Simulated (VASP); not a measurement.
A run of VASP 6.6.1 is set up as follows.

POSCAR

```
Yb
1.0
    0.0000000000      2.6007719016      2.6007719016
    2.6007719016      0.0000000000      2.6007719016
    2.6007719016      2.6007719016      0.0000000000
Yb
1
Direct
    0.0000000000      0.0000000000      0.0000000000
```

INCAR.step1

```
SYSTEM = Yb
PREC = Accurate ; ENCUT = 520
ISMEAR = -1 ; SIGMA = 0.05
LREAL = .False. ; LASPH = .True.
NELM = 150 ; ISPIN = 2
MAGMOM = 1 ; LMAXMIX = 6
NBANDS = 22 ; GGA = PE
ALGO = Normal ; EDIFF = 1E-4
LWAVE = .True. ; LCHARG = .False.
```

INCAR.step2

```
SYSTEM = Yb
PREC = Accurate ; ENCUT = 520
EDIFF = 1E-6 ; ISMEAR = -1
SIGMA = 0.05 ; LREAL = .False.
LASPH = .True. ; NELM = 150
ALGO = Normal ; ISIF = 2
LWAVE = .False. ; LCHARG = .False.
ISPIN = 2 ; MAGMOM = 1
LORBIT = 11 ; LMAXMIX = 6
METAGGA = R2SCAN ; LMIXTAU = .True.
NBANDS = 22 ; ISTART = 1
```

KPOINTS

```
regular mesh
0
Gamma
  10 10 10
  0 0 0
```

Potentials or basis: VASP PAW PBE potentials, release 64 (Yb).

The run is started by

```sh
$ cat potpaw_PBE.64/Yb/POTCAR > POTCAR
$ cp INCAR.step1 INCAR
$ mpirun -np 1 vasp_std > vasp.out
$ cp INCAR.step2 INCAR
$ mpirun -np 1 vasp_std > vasp.out
```

Problem. Estimate the net moment.

Solution. 0.00 μB per cell.

Problem. What does it give for the pressure?

Solution. 1.4 GPa.

Caveat: the PAW data sets were made with another functional, which shifts forces and pressure a little. The state reached can hang on the start; a lower one may exist.
